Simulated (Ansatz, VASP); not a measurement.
## Two plane-wave programs on CaBC

Contents of INCAR:

```
SYSTEM = CaBC
  ALGO = Normal
  EDIFF = 1E-7
  ENCUT = 520
  GGA = PE
  ISIF = 2
  ISMEAR = 0
  LASPH = .True.
  LCHARG = .False.
  LREAL = .False.
  LWAVE = .False.
  NBANDS = 26
  NELM = 80
  PREC = Accurate
  SIGMA = 0.15
```

File KPOINTS:

```
k-points
0
Gamma
  18 18 6
  0 0 0
```

Contents of POSCAR:

```
CaBC
1.0
    2.9619761264      0.0000000000      0.0000000000
   -1.4809880632      2.5651465708      0.0000000000
    0.0000000000      0.0000000000      8.1933817783
Ca B C
2 2 2
Direct
    0.0000000000      0.0000000000      0.0000000000
    0.0000000000      0.0000000000      0.5000000000
    0.6666666667      0.3333333333      0.2652562157
    0.3333333333      0.6666666667      0.7652562157
    0.6666666667      0.3333333333      0.7500000000
    0.3333333333      0.6666666667      0.2500000000
```

Input for Ansatz:

```yaml
crystal:
  lattice:
    - [2.9619761264, 0.0, 0.0]
    - [-1.4809880632, 2.5651465708, 0.0]
    - [0.0, 0.0, 8.1933817783]
  atoms:
    - { symbol: Ca, position: [0.0, 0.0, 0.0] }
    - { symbol: Ca, position: [0.0, 0.0, 0.5] }
    - { symbol: B, position: [0.6666666667, 0.3333333333, 0.2652562157] }
    - { symbol: B, position: [0.3333333333, 0.6666666667, 0.7652562157] }
    - { symbol: C, position: [0.6666666667, 0.3333333333, 0.75] }
    - { symbol: C, position: [0.3333333333, 0.6666666667, 0.25] }
basis:
  ecutwfc: 420
kpoints:
  mp_grid: { grid: [18, 18, 6] }
hamiltonian:
  xc: pbe
scf:
  occupations: { method: gaussian, width: 0.15 }
output:
  forces: true
  stress: true
  eigenvalues: true
```

Change from the starting cell: all B atoms moved +0.125 Å, as atom 3 along Cartesian [0 0 1].

Alike in both runs: task single point; functional PBE; k mesh 18 × 18 × 6; occupations gaussian, width 0.15 eV; no spin polarisation.

|  | VASP | Ansatz |
| --- | --- | --- |
| version | VASP 6.6.1 | Ansatz 0.2.0 |
| potentials or method | VASP PAW PBE potentials, release 64 (Ca_sv, B, C), cutoff 520 eV | scalar-relativistic, plane waves, PAW |
| valence electrons in the cell | 34 | 34 |

```csv
,VASP,Ansatz,Ansatz less VASP
gap on the k mesh at the Fermi level (eV),none,none,-
pressure (GPa),1.2,0.7,-0.54
"traceless stress, the component that is largest in VASP (GPa)",-0.27,-0.48,-0.215
rms of the force components (eV/Å),0.578,0.574,-0.0041
```

Atom by atom the forces differ by 0.005 eV/Å (rms over components). A gap of «none» marks a metal or a gap that the smearing closes. With one functional, cell and mesh, what is left measures potentials, basis and numerics.
